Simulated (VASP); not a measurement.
# TaRu (R-3m) in VASP: a series of runs

Runs on TaRu. Level: LDA. Tasks: electric field gradients.

Everything below comes from runs of VASP 6.6.1. Logs are shortened: lines on timing, memory, paths and dates and some standing lists are left out, and cuts for length are marked.

## 1. The cell of the first run

It takes space group R-3m (No. 166, trigonal). Conventional cell: a = 4.485 Å, b = 4.485 Å, c = 5.575 Å, α = 90.00°, β = 90.00°, γ = 120.00°. Ta (site symmetry -3m) has 8 Ru at 2.75 to 2.79 Å and 6 Ta at 3.19 Å within 3.6 Å. Within 3.6 Å of Ru (site symmetry -3m) lie 8 Ta at 2.75 to 2.79 Å and 6 Ru at 3.19 Å.

## 2. Electric field gradients, LDA (equal xy, yz and zx shear strains of +1 %)

INCAR reads:

```
SYSTEM = TaRu
PREC = Accurate
ENCUT = 400
EDIFF = 1E-8
ISMEAR = -1
SIGMA = 0.03
LREAL = .False.
LASPH = .True.
NELM = 120
ALGO = Normal
ISIF = 2
LWAVE = .False.
LCHARG = .False.
LEFG = .True.
NBANDS = 20
GGA_COMPAT = .False.
```

KPOINTS reads:

```
Automatic mesh
0
Gamma
  13 13 13
  0 0 0
```

POSCAR reads:

```
TaRu
1.0
    3.1870000000      0.0159350000      0.0159350000
    0.0159350000      3.1870000000      0.0159350000
    0.0159350000      0.0159350000      3.1870000000
Ta Ru
1 1
Direct
    0.5000000000      0.5000000000      0.5000000000
    0.0000000000      0.0000000000      0.0000000000
```

Potentials or basis: VASP PAW LDA potentials, release 64 (Ta_pv, Ru_pv).

Command:

```bash
$ cat potpaw_LDA.64/Ta_pv/POTCAR potpaw_LDA.64/Ru_pv/POTCAR > POTCAR
$ mpirun -np 1 vasp_std > vasp.out
```

OUTCAR:

```text
SYSTEM = TaRu
   PREC = Accurate
   ENCUT = 400
   EDIFF = 1E-8
   ISMEAR = -1
   LREAL = .False.
   LASPH = .True.
   NELM = 120
   ISIF = 2

 ion  position               nearest neighbor table
   1  0.500  0.500  0.500-   2 2.75   2 2.75   2 2.75   2 2.75   2 2.75   2 2.75   2 2.79   2 2.79

   2  0.000  0.000  0.000-   1 2.75   1 2.75   1 2.75   1 2.75   1 2.75   1 2.75   1 2.79   1 2.79

  LATTYP: Found a trigonal (rhomboedric) cell.
 ALAT       =     3.1870796740
 COS(alpha) =     0.0100244988

  Lattice vectors:

 A1 = (   3.1870000000,   0.0159350000,   0.0159350000)
 A2 = (   0.0159350000,   3.1870000000,   0.0159350000)
 A3 = (   0.0159350000,   0.0159350000,   3.1870000000)

Analysis of symmetry for initial positions (statically):
=====================================================================
 Subroutine PRICEL returns:
 Original cell was already a primitive cell.

 Routine SETGRP: Setting up the symmetry group for a
 trigonal (rhombohedral) supercell.

 Subroutine GETGRP returns: Found 12 space group operations
 (whereof 12 operations were pure point group operations)
 out of a pool of 12 trial point group operations.

The static configuration has the point symmetry D_3d.

Analysis of symmetry for dynamics (positions and initial velocities):
=====================================================================
 Subroutine PRICEL returns:
 Original cell was already a primitive cell.

 Routine SETGRP: Setting up the symmetry group for a
 trigonal (rhombohedral) supercell.

 Subroutine GETGRP returns: Found 12 space group operations
 (whereof 12 operations were pure point group operations)
 out of a pool of 12 trial point group operations.

The dynamic configuration has the point symmetry D_3d.

 Subroutine INISYM returns: Found 12 space group operations
 (whereof 12 operations are pure point group operations),
 and found     1 'primitive' translations

----------------------------------------------------------------------------------------

                                     Primitive cell

  volume of cell :      32.3678

  direct lattice vectors                    reciprocal lattice vectors
     3.187000000  0.015935000  0.015935000     0.313790321 -0.001561146 -0.001561146
     0.015935000  3.187000000  0.015935000    -0.001561146  0.313790321 -0.001561146
     0.015935000  0.015935000  3.187000000    -0.001561146 -0.001561146  0.313790321

  length of vectors
     3.187079674  3.187079674  3.187079674     0.313798088  0.313798088  0.313798088

  position of ions in fractional coordinates (direct lattice)
     0.500000000  0.500000000  0.500000000
     0.000000000  0.000000000  0.000000000

  ion indices of the primitive-cell ions
   primitive index   ion index
                 1           1
                 2           2

----------------------------------------------------------------------------------------

 KPOINTS: Automatic mesh

Automatic generation of k-mesh.
 Grid dimensions read from file:
 generate k-points for:   13   13   13

 Generating k-lattice:

  Cartesian coordinates                     Fractional coordinates (reciprocal lattice)
     0.024137717 -0.000120088 -0.000120088     0.076923077 -0.000000000 -0.000000000
    -0.000120088  0.024137717 -0.000120088    -0.000000000  0.076923077 -0.000000000
    -0.000120088 -0.000120088  0.024137717    -0.000000000 -0.000000000  0.076923077

  Length of vectors
     0.024138314  0.024138314  0.024138314

  Shift w.r.t. Gamma in fractional coordinates (k-lattice)
     0.000000000  0.000000000  0.000000000

 Subroutine IBZKPT returns following result:
 ===========================================

 Found    231 irreducible k-points:

 Following reciprocal coordinates:
            Coordinates               Weight
  0.000000  0.000000  0.000000      1.000000
  0.076923 -0.000000  0.000000      6.000000
  0.153846 -0.000000 -0.000000      6.000000
  0.230769 -0.000000  0.000000      6.000000
  0.307692 -0.000000 -0.000000      6.000000
  0.384615 -0.000000 -0.000000      6.000000
[... 16 lines left out ...]
  0.384615  0.153846 -0.000000     12.000000
  0.461538  0.153846  0.000000     12.000000
 [... further k-points ...]
   k-points           NKPTS =    231   k-points in BZ     NKDIM =    231   number of bands    NBANDS=     20
   number of dos      NEDOS =    301   number of ions     NIONS =      2
   total plane-waves  NPLWV =  13824
   dimension x,y,z NGX =    24 NGY =   24 NGZ =   24
   dimension x,y,z NGXF=    48 NGYF=   48 NGZF=   48
   ions per type =               1   1
   NGX,Y,Z   is equivalent  to a cutoff of  12.52, 12.52, 12.52 a.u.
   NGXF,Y,Z  is equivalent  to a cutoff of  25.04, 25.04, 25.04 a.u.
 SYSTEM =  TaRu
   PREC   = accura    normal or accurate (medium, high low for compatibility)
   ISTART =      0    job   : 0-new  1-cont  2-samecut
   ICHARG =      2    charge: 1-file 2-atom 10-const
   ISPIN  =      1    spin polarized calculation?
   LNONCOLLINEAR =      F non collinear calculations
   LSORBIT =      F    spin-orbit coupling
   LASPH  =      T    aspherical Exc in radial PAW
   ENCUT  =  400.0 eV  29.40 Ry    5.42 a.u.   5.20  5.20  5.20*2*pi/ulx,y,z
   NELM   =    120;   NELMIN=  2; NELMDL= -5     # of ELM steps
   EDIFF  = 0.1E-07   stopping-criterion for ELM
   LREAL  =      F    real-space projection
   EDIFFG = 0.1E-06   stopping-criterion for IOM
   NSW    =      0    number of steps for IOM
   IBRION =     -1    ionic relax: 0-MD 1-quasi-New 2-CG
   NFREE  =      0    steps in history (QN), initial steepest desc. (CG)
   ISIF   =      2    stress and relaxation
   ISYM   =      2    0-nonsym 1-usesym 2-fastsym
   POTIM  = 0.5000    time-step for ionic-motion
   TEBEG  =    0.0;   TEEND  =   0.0 temperature during run
   PSTRESS=    0.0 pullay stress
   NELECT =      25.0000    total number of electrons
   NUPDOWN=      -1.0000    fix difference up-down
   EMIN   =  10.00;   EMAX   =-10.00  energy-range for DOS
   EFERMI =   0.00;   METHOD = LEGACY
   ISMEAR =    -1;   SIGMA  =   0.03  broadening in eV -4-tet -1-fermi 0-gaus
   EFERMI_NEDOS =   21; number of points for ismear=-14 and -15
   IALGO  =     38    algorithm
   IMIX   =      4    mixing-type and parameters
     AMIX     =   0.40;   BMIX     =  1.00
     AMIX_MAG =   1.60;   BMIX_MAG =  1.00
  volume/ion in A,a.u.               =      16.18       109.21
  Fermi-wavevector in a.u.,A,eV,Ry     =   1.502047  2.838458 30.696729  2.256146
  Thomas-Fermi vector in A             =   2.613339
   LORBIT       =      0    0 simple, 1 ext, 2 COOP (PROOUT), +10 PAW based schemes
   GGA     = CA    functional components
   LHFCALC =     F    Hartree Fock is set to
   AEXX    =    0.0000 exact exchange contribution
   IVDW    =     0    specifies the selected vdW correction
   LEPSILON=     F    determine dielectric tensor
   LRPA    =     F    only Hartree local field effects (RPA)
 non-spin polarized calculation
  energy-cutoff  :      400.00
  volume of cell :       32.37
 maximum number of plane-waves:       604
 NGX is ok and might be reduce to    24
   NGX = 11   NGY = 11   NGZ = 11

 number of electron      24.9999993 magnetization

 Free energy of the ion-electron system (eV)
  ---------------------------------------------------
  ext. energy  EPLUGINS =         0.00000000
  ---------------------------------------------------
  free energy    TOTEN  =       -23.90295887 eV

  energy without entropy =      -23.89282711  energy(sigma->0) =      -23.89789299

 E-fermi :   9.1595     XC(G=0): -13.3517

 val. band max:        9.1577964124   @ k =   0.4615   0.2308   0.0000
 cond. band min:       9.1606623266   @ k =   0.3077   0.3077   0.0769
 fundamental gap:      0.0028659142
 Fermi energy:         9.1594666955

 k-point     1 :       0.0000    0.0000    0.0000
  band No.  band energies     occupation
      1     -33.7997      2.00000
      2     -33.7997      2.00000
      3     -33.7756      2.00000
      4     -25.7061      2.00000
      5     -25.7061      2.00000
      6     -25.6995      2.00000
[... 12 lines left out ...]
     19      17.1894      0.00000
     20      17.1894      0.00000

 k-point     2 :       0.0769   -0.0000    0.0000
  band No.  band energies     occupation
      1     -33.8034      2.00000
      2     -33.7988      2.00000
      3     -33.7766      2.00000
      4     -25.7235      2.00000
      5     -25.7062      2.00000
      6     -25.7012      2.00000
[... 12 lines left out ...]
     19      17.6676      0.00000
     20      17.7738      0.00000

 k-point     3 :       0.1538   -0.0000   -0.0000
  band No.  band energies     occupation
      1     -33.8148      2.00000
      2     -33.7957      2.00000
      3     -33.7764      2.00000
      4     -25.7758      2.00000
      5     -25.7066      2.00000
      6     -25.7012      2.00000
[... 12 lines left out ...]
     19      18.9522      0.00000
     20      19.0929      0.00000

 k-point     4 :       0.2308   -0.0000    0.0000
  band No.  band energies     occupation
      1     -33.8340      2.00000
      2     -33.7914      2.00000
      3     -33.7739      2.00000
      4     -25.8491      2.00000
      5     -25.7071      2.00000
      6     -25.7009      2.00000
[... 12 lines left out ...]
     19      19.1652      0.00000
     20      20.5405      0.00000

 k-point     5 :       0.3077   -0.0000   -0.0000
  band No.  band energies     occupation
      1     -33.8554      2.00000
      2     -33.7871      2.00000
      3     -33.7706      2.00000
      4     -25.9261      2.00000
      5     -25.7077      2.00000
      6     -25.7006      2.00000
[... 12 lines left out ...]
     19      19.1651      0.00000
     20      21.1060      0.00000
[... 353 lines left out ...]
      6     -25.7005      2.00000
[... 12 lines left out ...]
     19      18.9842      0.00000
     20      19.1709      0.00000

 k-point    22 :       0.3077    0.1538   -0.0000
  band No.  band energies     occupation
      1     -33.8581      2.00000
      2     -33.8039      2.00000
      3     -33.7737      2.00000
      4     -25.9142      2.00000
      5     -25.7617      2.00000
      6     -25.6991      2.00000
[... 12 lines left out ...]
     19      19.1644      0.00000
     20      20.2301      0.00000

 k-point    23 :       0.3846    0.1538   -0.0000
  band No.  band energies     occupation
      1     -33.8761      2.00000
      2     -33.8025      2.00000
      3     -33.7709      2.00000
      4     -25.9731      2.00000
      5     -25.7592      2.00000
      6     -25.6979      2.00000
[... 12 lines left out ...]
     19      19.1647      0.00000
     20      21.0709      0.00000

 k-point    24 :       0.4615    0.1538    0.0000
  band No.  band energies     occupation
      1     -33.8862      2.00000
      2     -33.8017      2.00000
      3     -33.7693      2.00000
      4     -26.0065      2.00000
      5     -25.7580      2.00000
      6     -25.6974      2.00000
[... 12 lines left out ...]
     19      19.1647      0.00000
     20      21.0951      0.00000

 [... further k-points ...]

------------------------ aborting loop because EDIFF is reached ----------------------------------------

  FORCE on cell =-STRESS in cart. coord.  units (eV):
  Direction    XX          YY          ZZ          XY          YZ          ZX
  --------------------------------------------------------------------------------------
  -------------------------------------------------------------------------------------
  Total       -3.2022084     -3.2022084     -3.2022084     -0.1388841     -0.1388841     -0.1388841
  in kB     -158.5062695   -158.5062695   -158.5062695     -6.8746307     -6.8746307     -6.8746307
  external PRESSURE =    -158.5062695 kB  Pullay stress =       0.0000000 kB

 VOLUME and BASIS-vectors are now :
 -----------------------------------------------------------------------------
  energy-cutoff  :      400.00
  volume of cell :       32.37
      direct lattice vectors                 reciprocal lattice vectors
     3.187000000  0.015935000  0.015935000     0.313790321 -0.001561146 -0.001561146
     0.015935000  3.187000000  0.015935000    -0.001561146  0.313790321 -0.001561146
     0.015935000  0.015935000  3.187000000    -0.001561146 -0.001561146  0.313790321

 POSITION                                       TOTAL-FORCE (eV/Angst)
 -----------------------------------------------------------------------------------
      1.60943      1.60943      1.60943         0.000000     -0.000000      0.000000
      0.00000      0.00000      0.00000        -0.000000      0.000000     -0.000000
 -----------------------------------------------------------------------------------
    total drift:                                0.000000      0.000000     -0.000000

  FREE ENERGIE OF THE ION-ELECTRON SYSTEM (eV)
  ---------------------------------------------------
  free  energy   TOTEN  =       -23.9029588714 eV

  energy  without entropy=      -23.8928271144  energy(sigma->0) =      -23.89789299

 Electric field gradients (V/A^2)
---------------------------------------------------------------------
 ion       V_xx      V_yy      V_zz      V_xy      V_xz      V_yz
---------------------------------------------------------------------
   1       0.000    -0.000     0.000     1.410     1.410     1.410
   2       0.000     0.000    -0.000    -2.132    -2.132    -2.132
---------------------------------------------------------------------

 Electric field gradients after diagonalization (V/A^2)
 (convention: |V_zz| > |V_xx| > |V_yy|)
----------------------------------------------------------------------
 ion       V_xx      V_yy      V_zz     asymmetry (V_yy - V_xx)/ V_zz
----------------------------------------------------------------------
   1      -1.410    -1.410     2.820       0.000
   2       2.132     2.132    -4.263       0.000
----------------------------------------------------------------------

           NMR quadrupolar parameters

 Cq : quadrupolar parameter    Cq=e*Q*V_zz/h
 eta: asymmetry parameters     (V_yy - V_xx)/ V_zz
 Q  : nuclear electric quadrupole moment in mb (millibarn)
----------------------------------------------------------------------
 ion       Cq(MHz)       eta       Q (mb)
----------------------------------------------------------------------
   1       0.007       0.000       1.000
   2      -0.010       0.000       1.000
----------------------------------------------------------------------
```

It took 99 s on 1 thread of AMD EPYC 7R43 (Zen 3), shared host; peak memory 0.17 GiB.

What came out:

```
Free energy                             : -23.9030 eV
Pressure                                : -15.9 GPa
Band gap on the k mesh                  : zero (an odd number of electrons rules out a gap without spin polarisation)
Largest electric field gradient by atom : Ta +2.8; Ru -4.3 V/Å²
```

Stress tensor (GPa, compression positive):
```
-15.85  -0.69  -0.69
 -0.69 -15.85  -0.69
 -0.69  -0.69 -15.85
```

Levels at points of the mesh, in eV from the Fermi level:
| k point | band 8 | band 9 | band 10 | band 11 | band 12 | band 13 | band 14 | band 15 | band 16 | band 17 |
| --- | --- | --- | --- | --- | --- | --- | --- | --- | --- | --- |
| (0.00, 0.00, 0.00) | -5.81 | -5.81 | -2.41 | -2.41 | -2.21 | 0.96 | 0.96 | 3.81 | 4.03 | 4.03 |

Electric field gradients, principal values (V/Å²):
| atom | least | middle | greatest (by size) |
| --- | --- | --- | --- |
| 1 Ta | -1.410 | -1.410 | 2.820 |
| 2 Ru | 2.132 | 2.132 | -4.263 |

Caveat: the cell differs from its parent crystal (equal xy, yz and zx shear strains of +1 %); the cell stands under tension; without QUAD_EFG the Cq values of the log hold for a quadrupole moment of 1 mb, not for the nuclei; spin-orbit coupling is left out, which moves the levels of the heavy elements.

(Continued in part 2 of 2.)
